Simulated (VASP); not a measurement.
A run of VASP 6.6.1 is set up as follows.

The input INCAR:

```
SYSTEM = Se
  AGGAC = 1.0
  AGGAX = 1.0
  ALDAC = 0.0
  ALDAX = 1.0
  ALGO = Normal
  EDIFF = 1E-6
  ENCUT = 520
  GGA = B5
  ISIF = 2
  ISMEAR = -5
  IVDW = 12
  LASPH = .TRUE.
  LCHARG = .FALSE.
  LREAL = .FALSE.
  LWAVE = .FALSE.
  NBANDS = 9
  NELM = 100
  PREC = Accurate
  SIGMA = 0.05
  VDW_A1 = 0.4298
  VDW_A2 = 4.2359
  VDW_S6 = 1.0
  VDW_S8 = 2.6996
```

File KPOINTS:

```
k-points
0
G
  9 9 9
  0 0 0
```

The input POSCAR:

```
Se
1.0
    2.7895160000      0.0450880000     -0.0033490000
    0.0450880000      2.7997670000      0.0051240000
   -0.0033490000      0.0051240000      2.8434420000
Se
1
Direct
    0.0452770000      0.0008780000     -0.0072040000
```

Potentials or basis: VASP PAW PBE potentials, release 64 (Se).

Run with:

```sh
$ cat potpaw_PBE.64/Se/POTCAR > POTCAR
$ mpirun -np 1 vasp_std > vasp.out
```

Predict the dispersion energy per atom.

-0.881 eV.

Estimate the band gap on the k mesh.

zero (band 3 reaches 8.03 eV, above the bottom of band 4 at 2.20 eV).

What does it give for the pressure?

0.9 GPa.

Stress tensor (GPa, compression positive):
```
-1.05 -0.43 -0.14
-0.43  0.76 -0.15
-0.14 -0.15  3.00
```

Caveat: the cell differs from its parent crystal (the cell strained at random); the PAW data sets were made with another functional, which shifts forces and pressure a little; pairwise dispersion overbinds metals, which lowers pressure and volume; tetrahedron occupations give inexact forces and stress in metals.
